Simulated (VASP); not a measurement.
# Cs (P6/mmm) in VASP: notebook

Cs is run at these levels: PBE; tasks: single point.

All numbers are computed with VASP 6.6.1; they aren't measurements. Logs are shortened: lines on timing, memory, paths and dates and some standing lists are left out, and cuts for length are marked.

### 1 The cell of the first run

It takes space group P6/mmm (No. 191, hexagonal). The conventional cell has a = 4.920 Å, b = 4.920 Å, c = 4.625 Å, α = 90.00°, β = 90.00°, γ = 120.00°.

### 2 Single point, PBE

INCAR reads:

```
SYSTEM = Cs
ALGO = Normal
EDIFF = 1E-6
ENCUT = 520
GGA = PE
ISIF = 2
ISMEAR = -1
LASPH = .True.
LCHARG = .False.
LREAL = .False.
LWAVE = .False.
NBANDS = 10
NELM = 100
PREC = Accurate
SIGMA = 0.08
```

KPOINTS reads:

```
k-points
0
Gamma
  8 8 8
  0 0 0
```

POSCAR reads:

```
Cs
1.0
    4.9202948738      0.0000000000      0.0000000000
   -2.4601474369      4.2611003548      0.0000000000
    0.0000000000      0.0000000000      4.6250771814
Cs
1
Direct
    0.0000000000      0.0000000000      0.0000000000
```

Potentials or basis: VASP PAW PBE potentials, release 64 (Cs_sv).

Launch:

```bash
$ cat potpaw_PBE.64/Cs_sv/POTCAR > POTCAR
$ mpirun -np 1 vasp_std > vasp.out
```

OUTCAR:

```text
SYSTEM = Cs
   EDIFF = 1E-6
   ENCUT = 520
   GGA = PE
   ISIF = 2
   ISMEAR = -1
   LASPH = .True.
   LREAL = .False.
   NELM = 100
   PREC = Accurate

 ion  position               nearest neighbor table
   1  0.000  0.000  0.000-

  LATTYP: Found a hexagonal cell.
 ALAT       =     4.9202948738
 C/A-ratio  =     0.9400000000

  Lattice vectors:

 A1 = (   4.9202948738,   0.0000000000,   0.0000000000)
 A2 = (  -2.4601474369,   4.2611003548,   0.0000000000)
 A3 = (   0.0000000000,   0.0000000000,   4.6250771814)

Analysis of symmetry for initial positions (statically):
=====================================================================
 Subroutine PRICEL returns:
 Original cell was already a primitive cell.

 Routine SETGRP: Setting up the symmetry group for a
 hexagonal supercell.

 Subroutine GETGRP returns: Found 24 space group operations
 (whereof 24 operations were pure point group operations)
 out of a pool of 24 trial point group operations.

The static configuration has the point symmetry D_6h.

Analysis of symmetry for dynamics (positions and initial velocities):
=====================================================================
 Subroutine PRICEL returns:
 Original cell was already a primitive cell.

 Routine SETGRP: Setting up the symmetry group for a
 hexagonal supercell.

 Subroutine GETGRP returns: Found 24 space group operations
 (whereof 24 operations were pure point group operations)
 out of a pool of 24 trial point group operations.

The dynamic configuration has the point symmetry D_6h.

 Subroutine INISYM returns: Found 24 space group operations
 (whereof 24 operations are pure point group operations),
 and found     1 'primitive' translations

----------------------------------------------------------------------------------------

                                     Primitive cell

  volume of cell :      96.9688

  direct lattice vectors                    reciprocal lattice vectors
     4.920294874  0.000000000  0.000000000     0.203239852  0.117340583  0.000000000
    -2.460147437  4.261100355  0.000000000     0.000000000  0.234681166  0.000000000
     0.000000000  0.000000000  4.625077181     0.000000000  0.000000000  0.216212608

  length of vectors
     4.920294874  4.920294874  4.625077181     0.234681166  0.234681166  0.216212608

  position of ions in fractional coordinates (direct lattice)
     0.000000000  0.000000000  0.000000000

  ion indices of the primitive-cell ions
   primitive index   ion index
                 1           1

----------------------------------------------------------------------------------------

 KPOINTS: k-points

Automatic generation of k-mesh.
 Grid dimensions read from file:
 generate k-points for:    8    8    8

 Generating k-lattice:

  Cartesian coordinates                     Fractional coordinates (reciprocal lattice)
     0.025404981  0.014667573  0.000000000     0.125000000 -0.000000000  0.000000000
     0.000000000  0.029335146  0.000000000     0.000000000  0.125000000  0.000000000
     0.000000000  0.000000000  0.027026576     0.000000000  0.000000000  0.125000000

  Length of vectors
     0.029335146  0.029335146  0.027026576

  Shift w.r.t. Gamma in fractional coordinates (k-lattice)
     0.000000000  0.000000000  0.000000000

 Subroutine IBZKPT returns following result:
 ===========================================

 Found     50 irreducible k-points:

 Following reciprocal coordinates:
            Coordinates               Weight
  0.000000  0.000000  0.000000      1.000000
  0.125000 -0.000000  0.000000      6.000000
  0.250000 -0.000000  0.000000      6.000000
  0.375000  0.000000  0.000000      6.000000
  0.500000 -0.000000  0.000000      3.000000
  0.125000  0.125000  0.000000      6.000000
[... 16 lines left out ...]
  0.250000 -0.000000  0.250000     12.000000
  0.375000  0.000000  0.250000     12.000000
 [... further k-points ...]
   k-points           NKPTS =     50   k-points in BZ     NKDIM =     50   number of bands    NBANDS=     10
   number of dos      NEDOS =    301   number of ions     NIONS =      1
   total plane-waves  NPLWV =  57600
   dimension x,y,z NGX =    40 NGY =   40 NGZ =   36
   dimension x,y,z NGXF=    80 NGYF=   80 NGZF=   72
   ions per type =               1
   NGX,Y,Z   is equivalent  to a cutoff of  13.52, 13.52, 12.94 a.u.
   NGXF,Y,Z  is equivalent  to a cutoff of  27.03, 27.03, 25.88 a.u.
 SYSTEM =  Cs
   PREC   = accura    normal or accurate (medium, high low for compatibility)
   ISTART =      0    job   : 0-new  1-cont  2-samecut
   ICHARG =      2    charge: 1-file 2-atom 10-const
   ISPIN  =      1    spin polarized calculation?
   LNONCOLLINEAR =      F non collinear calculations
   LSORBIT =      F    spin-orbit coupling
   LASPH  =      T    aspherical Exc in radial PAW
   ENCUT  =  520.0 eV  38.22 Ry    6.18 a.u.   9.15  9.15  8.60*2*pi/ulx,y,z
   NELM   =    100;   NELMIN=  2; NELMDL= -5     # of ELM steps
   EDIFF  = 0.1E-05   stopping-criterion for ELM
   LREAL  =      F    real-space projection
   EDIFFG = 0.1E-04   stopping-criterion for IOM
   NSW    =      0    number of steps for IOM
   IBRION =     -1    ionic relax: 0-MD 1-quasi-New 2-CG
   NFREE  =      0    steps in history (QN), initial steepest desc. (CG)
   ISIF   =      2    stress and relaxation
   ISYM   =      2    0-nonsym 1-usesym 2-fastsym
   POTIM  = 0.5000    time-step for ionic-motion
   TEBEG  =    0.0;   TEEND  =   0.0 temperature during run
   PSTRESS=    0.0 pullay stress
   NELECT =       9.0000    total number of electrons
   NUPDOWN=      -1.0000    fix difference up-down
   EMIN   =  10.00;   EMAX   =-10.00  energy-range for DOS
   EFERMI =   0.00;   METHOD = LEGACY
   ISMEAR =    -1;   SIGMA  =   0.08  broadening in eV -4-tet -1-fermi 0-gaus
   EFERMI_NEDOS =   21; number of points for ismear=-14 and -15
   IALGO  =     38    algorithm
   IMIX   =      4    mixing-type and parameters
     AMIX     =   0.40;   BMIX     =  1.00
     AMIX_MAG =   1.60;   BMIX_MAG =  1.00
  volume/ion in A,a.u.               =      96.97       654.38
  Fermi-wavevector in a.u.,A,eV,Ry     =   0.741216  1.400696  7.475065  0.549402
  Thomas-Fermi vector in A             =   1.835804
   LORBIT       =      0    0 simple, 1 ext, 2 COOP (PROOUT), +10 PAW based schemes
   GGA     = PE    functional components
   LHFCALC =     F    Hartree Fock is set to
   AEXX    =    0.0000 exact exchange contribution
   IVDW    =     0    specifies the selected vdW correction
   LEPSILON=     F    determine dielectric tensor
   LRPA    =     F    only Hartree local field effects (RPA)
 non-spin polarized calculation
  energy-cutoff  :      520.00
  volume of cell :       96.97
 maximum number of plane-waves:      2639
 NGX is ok and might be reduce to    40

 number of electron       9.0000000 magnetization

 Free energy of the ion-electron system (eV)
  ---------------------------------------------------
  ext. energy  EPLUGINS =         0.00000000
  ---------------------------------------------------
  free energy    TOTEN  =        -0.77089841 eV

  energy without entropy =       -0.74165550  energy(sigma->0) =       -0.75627695

 E-fermi :   0.9484     XC(G=0):  -5.8521

 val. band max:        0.9459658942   @ k =   0.1250  -0.0000   0.5000
 cond. band min:       0.9815602964   @ k =   0.5000  -0.0000   0.1250
 fundamental gap:      0.0355944023
 Fermi energy:         0.9484135850

 k-point     1 :       0.0000    0.0000    0.0000
  band No.  band energies     occupation
      1     -22.9531      2.00000
      2      -9.6385      2.00000
      3      -9.6385      2.00000
      4      -9.6265      2.00000
      5      -0.9081      2.00000
      6       2.2793      0.00000
      7       3.4523      0.00000
      8       3.4523      0.00000
      9       5.9135      0.00000
     10       5.9148      0.00000

 k-point     2 :       0.1250   -0.0000    0.0000
  band No.  band energies     occupation
      1     -22.9506      2.00000
      2      -9.6825      2.00000
      3      -9.6483      2.00000
      4      -9.6218      2.00000
      5      -0.7180      2.00000
      6       2.3677      0.00000
      7       3.0612      0.00000
      8       3.6430      0.00000
      9       5.3281      0.00000
     10       5.8506      0.00000

 k-point     3 :       0.2500   -0.0000    0.0000
  band No.  band energies     occupation
      1     -22.9446      2.00000
      2      -9.7852      2.00000
      3      -9.6718      2.00000
      4      -9.6106      2.00000
      5      -0.2058      2.00000
      6       2.3985      0.00000
      7       2.6022      0.00000
      8       4.1930      0.00000
      9       4.6880      0.00000
     10       5.7099      0.00000

 k-point     4 :       0.3750    0.0000    0.0000
  band No.  band energies     occupation
      1     -22.9386      2.00000
      2      -9.8836      2.00000
      3      -9.6950      2.00000
      4      -9.5993      2.00000
      5       0.4516      1.99599
      6       1.9865      0.00000
      7       2.5955      0.00000
      8       4.2805      0.00000
      9       5.0292      0.00000
     10       5.5822      0.00000

 k-point     5 :       0.5000   -0.0000    0.0000
  band No.  band energies     occupation
      1     -22.9361      2.00000
      2      -9.9232      2.00000
      3      -9.7045      2.00000
      4      -9.5946      2.00000
      5       0.8335      1.61576
      6       1.8301      0.00003
      7       2.4469      0.00000
      8       4.1417      0.00000
      9       5.5327      0.00000
     10       5.9949      0.00000

 k-point     6 :       0.1250    0.1250    0.0000
  band No.  band energies     occupation
      1     -22.9464      2.00000
      2      -9.7508      2.00000
      3      -9.6700      2.00000
      4      -9.6139      2.00000
      5      -0.3635      2.00000
      6       2.5101      0.00000
      7       2.6009      0.00000
      8       3.9977      0.00000
      9       4.8631      0.00000
     10       5.6951      0.00000

 k-point     7 :       0.2500    0.1250    0.0000
  band No.  band energies     occupation
      1     -22.9403      2.00000
      2      -9.8404      2.00000
      3      -9.7041      2.00000
      4      -9.6026      2.00000
      5       0.2496      1.99968
      6       2.1303      0.00000
      7       2.6359      0.00000
      8       4.4545      0.00000
      9       4.5571      0.00000
     10       5.4603      0.00000

 k-point     8 :       0.3750    0.1250    0.0000
  band No.  band energies     occupation
      1     -22.9361      2.00000
      2      -9.9013      2.00000
      3      -9.7284      2.00000
      4      -9.5946      2.00000
      5       0.8792      1.40727
      6       1.8544      0.00002
      7       2.4776      0.00000
      8       4.2354      0.00000
      9       5.2019      0.00000
     10       5.3046      0.00000

 k-point     9 :       0.2500    0.2500    0.0000
  band No.  band energies     occupation
      1     -22.9361      2.00000
      2      -9.8704      2.00000
      3      -9.7612      2.00000
      4      -9.5946      2.00000
      5       0.9239      1.15199
      6       1.8914      0.00002
      7       2.5059      0.00000
      8       4.3717      0.00000
      9       4.7692      0.00000
     10       5.0537      0.00000
[... 118 lines left out ...]
 k-point    19 :       0.2500    0.2500    0.1250
  band No.  band energies     occupation
      1     -22.9335      2.00000
      2      -9.8639      2.00000
      3      -9.7557      2.00000
      4      -9.6430      2.00000
      5       1.0313      0.52397
      6       1.9454      0.00001
      7       2.6910      0.00000
      8       3.7607      0.00000
      9       4.4790      0.00000
     10       5.3426      0.00000

 k-point    20 :       0.3750    0.2500    0.1250
  band No.  band energies     occupation
      1     -22.9317      2.00000
      2      -9.8656      2.00000
      3      -9.7897      2.00000
      4      -9.6393      2.00000
      5       1.5751      0.00079
      6       1.7572      0.00008
      7       2.4046      0.00000
      8       4.0241      0.00000
      9       4.2030      0.00000
     10       5.2158      0.00000

 k-point    21 :       0.0000    0.0000    0.2500
  band No.  band energies     occupation
      1     -22.9439      2.00000
      2      -9.8001      2.00000
      3      -9.6234      2.00000
      4      -9.6234      2.00000
      5      -0.3250      2.00000
      6       2.3469      0.00000
      7       3.6611      0.00000
      8       3.6611      0.00000
      9       4.8879      0.00000
     10       4.8879      0.00000

 k-point    22 :       0.1250   -0.0000    0.2500
  band No.  band energies     occupation
      1     -22.9415      2.00000
      2      -9.7939      2.00000
      3      -9.6656      2.00000
      4      -9.6329      2.00000
      5      -0.1468      2.00000
      6       2.4341      0.00000
      7       3.3014      0.00000
      8       3.8399      0.00000
      9       4.3888      0.00000
     10       4.7969      0.00000

 k-point    23 :       0.2500   -0.0000    0.2500
  band No.  band energies     occupation
      1     -22.9355      2.00000
      2      -9.7812      2.00000
      3      -9.7623      2.00000
      4      -9.6558      2.00000
      5       0.3141      1.99928
      6       2.4367      0.00000
      7       2.9729      0.00000
      8       3.7925      0.00000
      9       4.2225      0.00000
     10       4.7583      0.00000

 k-point    24 :       0.3750    0.0000    0.2500
  band No.  band energies     occupation
      1     -22.9296      2.00000
      2      -9.8608      2.00000
      3      -9.7626      2.00000
      4      -9.6784      2.00000
      5       0.8782      1.41247
      6       1.9306      0.00001
      7       3.2619      0.00000
      8       3.5741      0.00000
      9       4.2209      0.00000
     10       5.4341      0.00000

 [... further k-points ...]
[... 5 lines left out ...]
  --------------------------------------------------------------------------------------
  -------------------------------------------------------------------------------------
  Total        0.3719249      0.3719249      0.3377854      0.0000000     -0.0000000     -0.0000000
  in kB        6.1451706      6.1451706      5.5810975      0.0000000     -0.0000000     -0.0000000
  external PRESSURE =       5.9571462 kB  Pullay stress =       0.0000000 kB

 VOLUME and BASIS-vectors are now :
 -----------------------------------------------------------------------------
  energy-cutoff  :      520.00
  volume of cell :       96.97
      direct lattice vectors                 reciprocal lattice vectors
     4.920294874  0.000000000  0.000000000     0.203239852  0.117340583  0.000000000
    -2.460147437  4.261100355  0.000000000     0.000000000  0.234681166  0.000000000
     0.000000000  0.000000000  4.625077181     0.000000000  0.000000000  0.216212608

 POSITION                                       TOTAL-FORCE (eV/Angst)
 -----------------------------------------------------------------------------------
      0.00000      0.00000      0.00000         0.000000      0.000000      0.000000
 -----------------------------------------------------------------------------------
    total drift:                                0.000000     -0.000000      0.000000

  FREE ENERGIE OF THE ION-ELECTRON SYSTEM (eV)
  ---------------------------------------------------
  free  energy   TOTEN  =        -0.7708984059 eV

  energy  without entropy=       -0.7416555005  energy(sigma->0) =       -0.75627695
```

Run time: 16 s. Hardware: 1 thread of Intel Xeon Platinum 8559C (Emerald Rapids), shared host; peak memory 0.24 GiB.

What came out:

```
Free energy : -0.7709 eV
Pressure    : 0.6 GPa
```

Caveat: spin-orbit coupling is left out, which moves the levels of the heavy elements.

### 3 Single point, PBE

INCAR reads:

```
PREC = Accurate ; ENCUT = 520
EDIFF = 1E-6 ; ISMEAR = -1
SIGMA = 0.08 ; LREAL = F
LASPH = T ; NELM = 100
ALGO = Normal ; ISIF = 2
LWAVE = F ; LCHARG = F
GGA = PE ; NBANDS = 10
```

KPOINTS reads:

```
Automatic mesh
0
Gamma
  8 8 8
```

POSCAR is that of step 2.

Potentials or basis: VASP PAW PBE potentials, release 64 (Cs_sv).

Launch:

```bash
$ cat potpaw_PBE.64/Cs_sv/POTCAR > POTCAR
$ mpirun -np 1 vasp_std > vasp.out
```

Wall time 15 s (1 thread of Intel Xeon Platinum 8559C (Emerald Rapids), shared host); peak memory 0.23 GiB.

Results (log left out):

```
Free energy : -0.7709 eV
Pressure    : 0.6 GPa
```

Levels at points of the mesh, in eV from the Fermi level:
| k point | band 3 | band 4 | band 5 | band 6 | band 7 | band 8 |
| --- | --- | --- | --- | --- | --- | --- |
| (0.00, 0.00, 0.00) | -10.59 | -10.57 | -1.86 | 1.33 | 2.50 | 2.50 |
| (0.50, 0.00, 0.00) | -10.65 | -10.54 | -0.11 | 0.88 | 1.50 | 3.19 |
| (0.00, 0.00, 0.50) | -10.56 | -10.56 | -0.23 | 0.53 | 2.97 | 2.97 |
| (0.50, 0.00, 0.50) | -10.82 | -10.62 | 0.20 | 1.06 | 2.62 | 2.66 |

Caveat: spin-orbit coupling is left out, which moves the levels of the heavy elements.
